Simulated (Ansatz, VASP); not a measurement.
## One calculation of Sn3O, two programs

Contents of POSCAR:

```
Sn3O
1.0
    4.3583392105      0.0000000000      0.0000000000
    0.0000000000      4.3583392105      0.0000000000
    0.0000000000      0.0000000000      4.3583392105
Sn O
3 1
Direct
    0.0000000000      0.5000000000      0.5000000000
    0.5000000000      0.0000000000      0.5000000000
    0.5000000000      0.5000000000      0.0000000000
    0.0000000000      0.0000000000      0.0000000000
```

INCAR.step1

```
SYSTEM = Sn3O
PREC = Accurate
ENCUT = 600
ISMEAR = 0
SIGMA = 0.1
LREAL = .False.
LASPH = .True.
NELM = 100
GGA = PE
ALGO = Normal
EDIFF = 1E-4
LWAVE = .True.
LCHARG = .False.
```

INCAR.step2

```
SYSTEM = Sn3O
PREC = Accurate
ENCUT = 600
EDIFF = 1E-6
ISMEAR = 0
SIGMA = 0.1
LREAL = .False.
LASPH = .True.
NELM = 100
ALGO = Normal
ISIF = 3
LWAVE = .False.
LCHARG = .False.
METAGGA = R2SCAN
LMIXTAU = .True.
IBRION = 2
NSW = 100
EDIFFG = -0.01
ISTART = 1
```

The input KPOINTS:

```
regular mesh
0
Gamma
  10 10 10
  0 0 0
```

Input for Ansatz:

```yaml
crystal:
  lattice:
    - [4.3583392105, 0.0, 0.0]
    - [0.0, 4.3583392105, 0.0]
    - [0.0, 0.0, 4.3583392105]
  atoms:
    - { symbol: Sn, position: [0.0, 0.5, 0.5] }
    - { symbol: Sn, position: [0.5, 0.0, 0.5] }
    - { symbol: Sn, position: [0.5, 0.5, 0.0] }
    - { symbol: O, position: [0.0, 0.0, 0.0] }
basis:
  ecutwfc: 500
kpoints:
  mp_grid: { grid: [10, 10, 10] }
hamiltonian:
  xc: r2scan
scf:
  occupations: { method: gaussian, width: 0.1 }
output:
  forces: true
  stress: true
  eigenvalues: true
relax:
  adjacent_minimum: "off"
  f_tol: 0.01
  max_steps: 80
  cell: { stress_tol: 0.05 }
```

Alike in both runs: task relaxation of cell and atoms; functional r2SCAN; k mesh 10 × 10 × 10; occupations gaussian, width 0.1 eV; no spin polarisation.

```csv
,VASP,Ansatz
version,VASP 6.6.1,Ansatz 0.2.0
potentials or method,"VASP PAW PBE potentials, release 64 (Sn_d, O), cutoff 600 eV","scalar-relativistic, plane waves, PAW"
valence electrons in the cell,48,48
```

```csv
,VASP,Ansatz,Ansatz less VASP
"gap on the k mesh at the Fermi level, each at its own relaxed structure (eV)",none,none,-
relaxed volume (Å³/atom),21.53,21.53,+0.001
relaxed length of the cell vector where the two differ most in proportion (Å),4.416,4.416,+0.0001
```

VASP's potentials were made for PBE, not for r2SCAN. A gap of «none» marks a metal or a gap that the smearing closes.
